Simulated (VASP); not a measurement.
Input of a VASP 6.6.1 run:

File INCAR:

```
  ALGO = Normal
  EDIFF = 1E-6
  ENCUT = 500
  GGA = CA
  GGA_COMPAT = False
  ISIF = 2
  ISMEAR = -1
  LASPH = True
  LCHARG = True
  LELF = True
  LREAL = False
  LVHAR = True
  LWAVE = False
  NBANDS = 11
  NELM = 120
  PREC = Accurate
  SIGMA = 0.1
```

The input KPOINTS:

```
k-points
0
Gamma
  5 5 5
```

POSCAR

```
Sr
1.0
   -2.4350000000      2.4350000000      2.4350000000
    2.4350000000     -2.4350000000      2.4350000000
    2.4350000000      2.4350000000     -2.4350000000
Sr
1
Direct
    0.0000000000      0.0000000000      0.0000000000
```

Potentials or basis: VASP PAW LDA potentials, release 64 (Sr_sv).

Command:

```bash
$ cat potpaw_LDA.64/Sr_sv/POTCAR > POTCAR
$ mpirun -np 1 vasp_std > vasp.out
```

(1) Estimate the band gap on the k mesh.

(2) Predict the pressure.

Answers

(1) zero (filled and empty bands touch).

(2) -1.9 GPa.

Caveat: the k points lie up to 0.36 Å⁻¹ apart.
